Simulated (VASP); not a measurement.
# Nb (I4/mmm) in VASP: single point with PBE

Aim: the single point of Nb with PBE.

Program: VASP 6.6.1. These are calculated values, not measurements. Logs are shortened: lines on timing, memory, paths and dates and some standing lists are left out, and cuts for length are marked.

## 1. The cell of the first run

It takes space group I4/mmm (No. 139, tetragonal). The conventional cell has a = 3.328 Å, b = 3.328 Å, c = 3.411 Å, α = 90.00°, β = 90.00°, γ = 90.00°. Nb (site symmetry 4/mmm) has 14 Nb at 2.91 to 3.41 Å within 3.8 Å.

## 2. Single point, PBE (strain +0.0250 x Voigt [0, 0, 1, 0, 0, 0])

INCAR

```
SYSTEM = Nb
PREC = Accurate
ENCUT = 520
EDIFF = 1E-6
ISMEAR = 0
SIGMA = 0.15
LREAL = .False.
LASPH = .True.
NELM = 100
ALGO = Fast
ISIF = 2
LWAVE = .False.
LCHARG = .False.
GGA = PE
NBANDS = 12
```

KPOINTS

```
Automatic mesh
0
Gamma
  20 20 20
  0 0 0
```

POSCAR

```
Nb
1.0
   -1.6639500000      1.6639500000      1.7055487500
    1.6639500000     -1.6639500000      1.7055487500
    1.6639500000      1.6639500000     -1.7055487500
Nb
1
Direct
    0.0000000000      0.0000000000      0.0000000000
```

Potentials or basis: VASP PAW PBE potentials, release 64 (Nb_sv).

Command:

```bash
> cat potpaw_PBE.64/Nb_sv/POTCAR > POTCAR
> mpirun -np 1 vasp_std > vasp.out
```

OUTCAR:

```text
SYSTEM = Nb
   PREC = Accurate
   ENCUT = 520
   EDIFF = 1E-6
   ISMEAR = 0
   LREAL = .False.
   LASPH = .True.
   NELM = 100
   ISIF = 2
   GGA = PE

 ion  position               nearest neighbor table
   1  0.000  0.000  0.000-

  LATTYP: Found a body centered tetragonal cell.
 ALAT       =     3.3279000000
 C/A-ratio  =     1.0250000000

  Lattice vectors:

 A1 = (  -1.6639500000,   1.6639500000,   1.7055487500)
 A2 = (   1.6639500000,  -1.6639500000,   1.7055487500)
 A3 = (   1.6639500000,   1.6639500000,  -1.7055487500)

Analysis of symmetry for initial positions (statically):
=====================================================================
 Subroutine PRICEL returns:
 Original cell was already a primitive cell.

 Routine SETGRP: Setting up the symmetry group for a
 body centered tetragonal supercell.

 Subroutine GETGRP returns: Found 16 space group operations
 (whereof 16 operations were pure point group operations)
 out of a pool of 16 trial point group operations.

The static configuration has the point symmetry D_4h.

Analysis of symmetry for dynamics (positions and initial velocities):
=====================================================================
 Subroutine PRICEL returns:
 Original cell was already a primitive cell.

 Routine SETGRP: Setting up the symmetry group for a
 body centered tetragonal supercell.

 Subroutine GETGRP returns: Found 16 space group operations
 (whereof 16 operations were pure point group operations)
 out of a pool of 16 trial point group operations.

The dynamic configuration has the point symmetry D_4h.

 Subroutine INISYM returns: Found 16 space group operations
 (whereof 16 operations are pure point group operations),
 and found     1 'primitive' translations

----------------------------------------------------------------------------------------

                                     Primitive cell

  volume of cell :      18.8888

  direct lattice vectors                    reciprocal lattice vectors
    -1.663950000  1.663950000  1.705548750     0.000000000  0.300489798  0.293160779
     1.663950000 -1.663950000  1.705548750     0.300489798  0.000000000  0.293160779
     1.663950000  1.663950000 -1.705548750     0.300489798  0.300489798  0.000000000

  length of vectors
     2.906261472  2.906261472  2.906261472     0.419806338  0.419806338  0.424956748

  position of ions in fractional coordinates (direct lattice)
     0.000000000  0.000000000  0.000000000

  ion indices of the primitive-cell ions
   primitive index   ion index
                 1           1

----------------------------------------------------------------------------------------

 KPOINTS: Automatic mesh

Automatic generation of k-mesh.
 Grid dimensions read from file:
 generate k-points for:   20   20   20

 Generating k-lattice:

  Cartesian coordinates                     Fractional coordinates (reciprocal lattice)
     0.000000000  0.015024490  0.014658039     0.050000000  0.000000000 -0.000000000
     0.015024490  0.000000000  0.014658039     0.000000000  0.050000000 -0.000000000
     0.015024490  0.015024490  0.000000000     0.000000000  0.000000000  0.050000000

  Length of vectors
     0.020990317  0.020990317  0.021247837

  Shift w.r.t. Gamma in fractional coordinates (k-lattice)
     0.000000000  0.000000000  0.000000000

 Subroutine IBZKPT returns following result:
 ===========================================

 Found    641 irreducible k-points:

 Following reciprocal coordinates:
            Coordinates               Weight
  0.000000  0.000000  0.000000      1.000000
  0.050000  0.000000  0.000000      8.000000
  0.100000  0.000000  0.000000      8.000000
  0.150000  0.000000 -0.000000      8.000000
  0.200000  0.000000  0.000000      8.000000
  0.250000  0.000000  0.000000      8.000000
[... 16 lines left out ...]
 -0.400000  0.050000  0.000000     16.000000
 -0.350000  0.050000  0.000000     16.000000
 [... further k-points ...]
   k-points           NKPTS =    641   k-points in BZ     NKDIM =    641   number of bands    NBANDS=     12
   number of dos      NEDOS =    301   number of ions     NIONS =      1
   total plane-waves  NPLWV =  13824
   dimension x,y,z NGX =    24 NGY =   24 NGZ =   24
   dimension x,y,z NGXF=    48 NGYF=   48 NGZF=   48
   ions per type =               1
   NGX,Y,Z   is equivalent  to a cutoff of  13.73, 13.73, 13.73 a.u.
   NGXF,Y,Z  is equivalent  to a cutoff of  27.46, 27.46, 27.46 a.u.
 SYSTEM =  Nb
   PREC   = accura    normal or accurate (medium, high low for compatibility)
   ISTART =      0    job   : 0-new  1-cont  2-samecut
   ICHARG =      2    charge: 1-file 2-atom 10-const
   ISPIN  =      1    spin polarized calculation?
   LNONCOLLINEAR =      F non collinear calculations
   LSORBIT =      F    spin-orbit coupling
   LASPH  =      T    aspherical Exc in radial PAW
   ENCUT  =  520.0 eV  38.22 Ry    6.18 a.u.   5.40  5.40  5.40*2*pi/ulx,y,z
   NELM   =    100;   NELMIN=  2; NELMDL= -5     # of ELM steps
   EDIFF  = 0.1E-05   stopping-criterion for ELM
   LREAL  =      F    real-space projection
   EDIFFG = 0.1E-04   stopping-criterion for IOM
   NSW    =      0    number of steps for IOM
   IBRION =     -1    ionic relax: 0-MD 1-quasi-New 2-CG
   NFREE  =      0    steps in history (QN), initial steepest desc. (CG)
   ISIF   =      2    stress and relaxation
   ISYM   =      2    0-nonsym 1-usesym 2-fastsym
   POTIM  = 0.5000    time-step for ionic-motion
   TEBEG  =    0.0;   TEEND  =   0.0 temperature during run
   PSTRESS=    0.0 pullay stress
   NELECT =      13.0000    total number of electrons
   NUPDOWN=      -1.0000    fix difference up-down
   EMIN   =  10.00;   EMAX   =-10.00  energy-range for DOS
   EFERMI =   0.00;   METHOD = LEGACY
   ISMEAR =     0;   SIGMA  =   0.15  broadening in eV -4-tet -1-fermi 0-gaus
   EFERMI_NEDOS =   21; number of points for ismear=-14 and -15
   IALGO  =     68    algorithm
   IMIX   =      4    mixing-type and parameters
     AMIX     =   0.40;   BMIX     =  1.00
     AMIX_MAG =   1.60;   BMIX_MAG =  1.00
  volume/ion in A,a.u.               =      18.89       127.47
  Fermi-wavevector in a.u.,A,eV,Ry     =   1.445399  2.731408 28.424993  2.089178
  Thomas-Fermi vector in A             =   2.563585
   LORBIT       =      0    0 simple, 1 ext, 2 COOP (PROOUT), +10 PAW based schemes
   GGA     = PE    functional components
   LHFCALC =     F    Hartree Fock is set to
   AEXX    =    0.0000 exact exchange contribution
   IVDW    =     0    specifies the selected vdW correction
   LEPSILON=     F    determine dielectric tensor
   LRPA    =     F    only Hartree local field effects (RPA)
 non-spin polarized calculation
 RMM-DIIS sequential band-by-band and
 Gauss-broadening in eV      SIGMA  =   0.15
  energy-cutoff  :      520.00
  volume of cell :       18.89
 maximum number of plane-waves:       539
 NGX is ok and might be reduce to    24
   NGX = 11   NGY = 11   NGZ = 11

 number of electron      12.9999999 magnetization

 Free energy of the ion-electron system (eV)
  ---------------------------------------------------
  ext. energy  EPLUGINS =         0.00000000
  ---------------------------------------------------
  free energy    TOTEN  =       -10.20545566 eV

  energy without entropy =      -10.18728345  energy(sigma->0) =      -10.19636956

 E-fermi :  10.5390     XC(G=0): -12.2562

 val. band max:       10.5337252420   @ k =   0.3000   0.1500   0.1000
 cond. band min:      10.5396313544   @ k =   0.4500   0.1500   0.1000
 fundamental gap:      0.0059061125
 Fermi energy:        10.5389986400

 k-point     1 :       0.0000    0.0000    0.0000
  band No.  band energies     occupation
      1     -43.9048      2.00000
      2     -19.2968      2.00000
      3     -19.2960      2.00000
      4     -19.2960      2.00000
      5       4.6766      2.00000
      6      10.8265      0.00671
      7      10.8265      0.00671
      8      11.0812      0.00000
      9      13.4850      0.00000
     10      13.8240      0.00000
     11      24.3423      0.00000
     12      24.7586      0.00000

 k-point     2 :       0.0500    0.0000    0.0000
  band No.  band energies     occupation
      1     -43.8999      2.00000
      2     -19.3270      2.00000
      3     -19.3052      2.00000
      4     -19.2964      2.00000
      5       4.7743      2.00000
      6      10.8156      0.00911
      7      10.8265      0.00672
      8      11.1152      0.00000
      9      13.4154      0.00000
     10      13.7994      0.00000
     11      24.4888      0.00000
     12      24.9153      0.00000

 k-point     3 :       0.1000    0.0000    0.0000
  band No.  band energies     occupation
      1     -43.8859      2.00000
      2     -19.4155      2.00000
      3     -19.3317      2.00000
      4     -19.2966      2.00000
      5       5.0576      2.00000
      6      10.7119      0.10311
      7      10.7687      0.03034
      8      11.3398      0.00000
      9      13.2328      0.00000
     10      13.7656      0.00000
     11      24.7858      0.00000
     12      25.4112      0.00000
[... 286 lines left out ...]
 k-point    23 :      -0.4000    0.0500    0.0000
  band No.  band energies     occupation
      1     -43.7319      2.00000
      2     -20.3013      2.00000
      3     -19.6134      2.00000
      4     -19.3120      2.00000
      5       7.1620      2.00000
      6       9.3318      2.00000
      7      11.1858      0.00000
      8      13.3962      0.00000
      9      14.2185      0.00000
     10      15.3649      0.00000
     11      22.9550      0.00000
     12      23.2015      0.00000

 k-point    24 :      -0.3500    0.0500    0.0000
  band No.  band energies     occupation
      1     -43.7572      2.00000
      2     -20.1638      2.00000
      3     -19.5662      2.00000
      4     -19.3117      2.00000
      5       7.1054      2.00000
      6       9.5302      2.00000
      7      10.6381      0.35008
      8      13.2210      0.00000
      9      14.0955      0.00000
     10      14.4954      0.00000
     11      23.6315      0.00000
     12      24.2880      0.00000

 [... further k-points ...]

------------------------ aborting loop because EDIFF is reached ----------------------------------------

  FORCE on cell =-STRESS in cart. coord.  units (eV):
  Direction    XX          YY          ZZ          XY          YZ          ZX
  --------------------------------------------------------------------------------------
  -------------------------------------------------------------------------------------
  Total       -0.6897754     -0.6897754     -0.9872024      0.0000000     -0.0000000      0.0000000
  in kB      -58.5077815    -58.5077815    -83.7359776      0.0000000     -0.0000000      0.0000000
  external PRESSURE =     -66.9171802 kB  Pullay stress =       0.0000000 kB

 VOLUME and BASIS-vectors are now :
 -----------------------------------------------------------------------------
  energy-cutoff  :      520.00
  volume of cell :       18.89
      direct lattice vectors                 reciprocal lattice vectors
    -1.663950000  1.663950000  1.705548750     0.000000000  0.300489798  0.293160779
     1.663950000 -1.663950000  1.705548750     0.300489798  0.000000000  0.293160779
     1.663950000  1.663950000 -1.705548750     0.300489798  0.300489798  0.000000000

 POSITION                                       TOTAL-FORCE (eV/Angst)
 -----------------------------------------------------------------------------------
      0.00000      0.00000      0.00000         0.000000      0.000000      0.000000
 -----------------------------------------------------------------------------------
    total drift:                                0.000000      0.000000      0.000000

  FREE ENERGIE OF THE ION-ELECTRON SYSTEM (eV)
  ---------------------------------------------------
  free  energy   TOTEN  =       -10.2054556612 eV

  energy  without entropy=      -10.1872834508  energy(sigma->0) =      -10.19636956
```

It took 9.4 min on 1 thread of Intel Xeon 8259CL, shared host; peak memory 0.23 GiB.

What came out:

* Free energy: -10.2055 eV
* Pressure: -6.7 GPa
* Band gap on the k mesh: zero (an odd number of electrons rules out a gap without spin polarisation)

Levels at points of the mesh, in eV from the Fermi level:
| k point | band 3 | band 4 | band 5 | band 6 | band 7 | band 8 | band 9 | band 10 |
| --- | --- | --- | --- | --- | --- | --- | --- | --- |
| (0.00, 0.00, 0.00) | -29.83 | -29.83 | -5.86 | 0.29 | 0.29 | 0.54 | 2.95 | 3.29 |
| (0.50, 0.00, 0.00) | -30.20 | -29.84 | -3.53 | -1.44 | 2.00 | 2.97 | 3.76 | 5.96 |
| (0.50, 0.50, 0.00) | -30.22 | -29.86 | -3.55 | -1.71 | 2.17 | 3.35 | 3.88 | 6.02 |
| (0.50, 0.50, 0.50) | -30.62 | -30.62 | -3.49 | -3.43 | 5.22 | 5.30 | 5.30 | 8.28 |

Caveat: the cell differs from its parent crystal (strain +0.0250 x Voigt [0, 0, 1, 0, 0, 0]); the cell stands under tension.
